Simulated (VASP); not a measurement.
Write the native input for VASP 6.6.1 that does the following.

```yaml
Task: single point
Functional: PBE
Potentials_or_basis: VASP PAW PBE potentials, release 64 (Zr_sv, N)
Cutoff: 520 eV
k_mesh: 6 × 6 × 2
Occupations: gaussian, width 0.1 eV
Spin: collinear spin, ferromagnetic start
Starting_moments: "[1.0, 1.0, 1.0, 1.0, 1.0, 0.0] μB"
Dipole_correction: no
Further_INCAR_settings: ALGO = Normal; EDIFF = 1e-07; NBANDS = 46
```

The structure of Zr5N lies in POSCAR:

```
Zr5N
1.0
    3.1655278322      0.0000000000      0.0000000000
   -1.5827639161      2.7414275191      0.0000000000
    0.0000000000      0.0000000000     13.6661918974
Zr N
5 1
Direct
    0.6666666667      0.3333333333      0.8928994370
    0.3333333333      0.6666666667      0.6938317296
    0.6666666667      0.3333333333      0.5000000000
    0.3333333333      0.6666666667      0.3061682704
    0.6666666667      0.3333333333      0.1071005630
    0.3333333333      0.6666666667      0.0000000000
```

The input as run:

INCAR

```
SYSTEM = Zr5N
PREC = Accurate
ENCUT = 520
EDIFF = 1E-7
ISMEAR = 0
SIGMA = 0.1
LREAL = .FALSE.
LASPH = .TRUE.
NELM = 150
ALGO = Normal
ISIF = 2
LWAVE = .FALSE.
LCHARG = .FALSE.
ISPIN = 2
MAGMOM = 1 1 1 1 1 0
LORBIT = 11
LMAXMIX = 4
GGA = PE
NBANDS = 46
```

KPOINTS

```
regular mesh
0
G
  6 6 2
  0 0 0
```

Potentials or basis: VASP PAW PBE potentials, release 64 (Zr_sv, N).

Run with:

```sh
$ cat potpaw_PBE.64/Zr_sv/POTCAR potpaw_PBE.64/N/POTCAR > POTCAR
$ mpirun -np 1 vasp_std > vasp.out
```

Results of the run:

- Pressure: 0.0 GPa
- Largest force: 0.030 eV/Å
- Net moment: 0.00 μB per cell
- Valence electrons inside the program's atomic spheres: Zr 9.83, 9.85; N 3.66

Caveat: the k points lie up to 0.38 Å⁻¹ apart.

It took 3.8 min on 1 thread of Intel(R) Xeon(R) Platinum 8375C CPU @ 2.90GHz (Ice Lake), with other jobs on the host, peak memory 0.34 GiB.
